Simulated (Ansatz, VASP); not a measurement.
## Two plane-wave programs on YF

```
CELL_PARAMETERS angstrom
0.00000 2.60000 2.60000
2.60000 0.00000 2.60000
2.60000 2.60000 0.00000
ATOMIC_POSITIONS crystal
Y 0.98802 0.98749 0.03173
F 0.50246 0.50556 0.49073
```

Alike in both runs: task single point; functional PBE; k mesh 1 × 1 × 1; collinear spin.

|  | VASP | Ansatz |
| --- | --- | --- |
| version | VASP 6.6.1 | Ansatz 0.2 development build |
| potentials or method | VASP PAW PBE potentials, release 64 (Y_sv, F) | PAW hard accurate, scalar-relativistic |
| plane-wave cutoff (eV) | 600 | 1300 |
| occupations | fermi-dirac, width 0.1 eV | fermi-dirac |

|  | VASP | Ansatz | Ansatz less VASP |
| --- | --- | --- | --- |
| net moment per atom (μB) | 0.00 | 0.00 | 0.000 |

Ansatz's warnings: seeded moment not kept.

The k mesh is coarse, so the values compare programs but aren't converged.
